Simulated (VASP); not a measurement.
Wanted: the native input for a VASP 6.6.1 run.

- Task: single point
- Functional: PBE
- Potentials or basis: VASP PAW PBE potentials, release 64 (Sr_sv, Pb_d)
- Cutoff: 520 eV
- k mesh: 6 × 6 × 6
- Occupations: gaussian, width 0.1 eV
- Spin: no spin polarisation
- Dipole correction: no
- Further INCAR settings: ALGO = Normal; EDIFF = 1e-06; NBANDS = 26

The structure of SrPb2 lies in POSCAR:

```
SrPb2
1.0
   -2.0439995190      2.0439995190      6.1996749559
    2.0439995190     -2.0439995190      6.1996749559
    2.0439995190      2.0439995190     -6.1996749559
Sr Pb
1 2
Direct
    0.0000000000      0.0000000000      0.0000000000
    0.3153818374      0.3153818374      0.0000000000
    0.6846181626      0.6846181626      0.0000000000
```

These files were run (other wordings do the same):

INCAR

```
  PREC = Accurate
  ENCUT = 520
  EDIFF = 1E-6
  ISMEAR = 0
  SIGMA = 0.1
  LREAL = False
  LASPH = True
  NELM = 80
  ALGO = Normal
  ISIF = 2
  LWAVE = False
  LCHARG = False
  GGA = PE
  NBANDS = 26
```

KPOINTS

```
regular mesh
0
Gamma
  6 6 6
```

Potentials or basis: VASP PAW PBE potentials, release 64 (Sr_sv, Pb_d).

Command:

```bash
$ cat potpaw_PBE.64/Sr_sv/POTCAR potpaw_PBE.64/Pb_d/POTCAR > POTCAR
$ mpirun -np 1 vasp_std > vasp.out
```

It gave:

| Quantity | Value |
| --- | --- |
| Pressure | 0.0 GPa |
| Largest force | 0.006 eV/Å |
| Band gap on the k mesh | zero (bands 19 and 20 overlap by 1.64 eV) |

Caveat: spin-orbit coupling is left out, which moves the levels of the heavy elements.

Run time: 3.3 min on 1 thread of Intel Xeon 8259CL, with other jobs on the host, peak memory 0.41 GiB.
